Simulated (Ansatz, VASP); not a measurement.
# One calculation of Ga, two programs

Contents of INCAR:

```
SYSTEM = Ga
  PREC = Accurate
  ENCUT = 520
  EDIFF = 1E-8
  ISMEAR = -1
  SIGMA = 0.05
  LREAL = .FALSE.
  LASPH = .TRUE.
  NELM = 80
  ALGO = Normal
  ISIF = 2
  LWAVE = .FALSE.
  LCHARG = .FALSE.
  GGA = PS
  LEFG = .TRUE.
  NBANDS = 34
```

The input KPOINTS:

```
regular mesh
0
G
  9 9 8
  0 0 0
```

Contents of POSCAR:

```
Ga
1.0
    2.2478069671     -3.8096159580      0.0000000000
    2.2478069671      3.8096159580      0.0000000000
    0.0000000000      0.0000000000      4.5015938671
Ga
4
Direct
    0.1525000000      0.8475000000      0.0785000000
    0.6525000000      0.3475000000      0.4215000000
    0.8475000000      0.1525000000      0.9215000000
    0.3475000000      0.6525000000      0.5785000000
```

Input for Ansatz:

```yaml
crystal:
  lattice:
    - [2.2478069671, -3.809615958, 0.0]
    - [2.2478069671, 3.809615958, 0.0]
    - [0.0, 0.0, 4.5015938671]
  atoms:
    - { symbol: Ga, position: [0.1525, 0.8475, 0.0785] }
    - { symbol: Ga, position: [0.6525, 0.3475, 0.4215] }
    - { symbol: Ga, position: [0.8475, 0.1525, 0.9215] }
    - { symbol: Ga, position: [0.3475, 0.6525, 0.5785] }
kpoints:
  mp_grid: { grid: [9, 9, 8] }
scf:
  occupations: { method: fermi_dirac, width: 0.05 }
hamiltonian:
  xc: pbesol
  pseudopotentials: { kind: paw }
output:
  forces: true
  stress: true
  eigenvalues: true
  efg: { contact_densities: true }
  write_density: true
  write_potential: true
  elf: true
  volumetric_format: npy
```

Change from the starting cell: volume scaled by 0.99, PAW files.

Alike in both runs: task electric field gradients; functional PBEsol; k mesh 9 × 9 × 8; occupations fermi-dirac, width 0.05 eV; no spin polarisation.

```csv
,VASP,Ansatz
version,VASP 6.6.1,Ansatz 0.2.0
potentials or method,"VASP PAW PBE potentials, release 64 (Ga_d)","PAW with Ansatz's default frozen-core files, scalar-relativistic"
plane-wave cutoff (eV),520,420
valence electrons in the cell,52,52
```

VASP gave:

| Item | Value |
| --- | --- |
| pressure (GPa) | -0.6 |
| traceless stress, the component that is largest in VASP (GPa) | 1.56 |
| rms of the force components (eV/Å) | 0.255 |
| size of Vzz on the site where it differs most (V/Å²) | 52.2 |

**Question.** Which values does Ansatz return?

**Answer.** Pressure (GPa): -0.6; traceless stress, the component that is largest in VASP (GPa): 1.57; rms of the force components (eV/Å): 0.258; size of Vzz on the site where it differs most (V/Å²): 54.1.

VASP's potentials were made for PBE, not for PBEsol. Atom by atom the forces differ by 0.003 eV/Å (rms over components). The functional is the same, so the differences come from potentials, cutoffs and numerics.
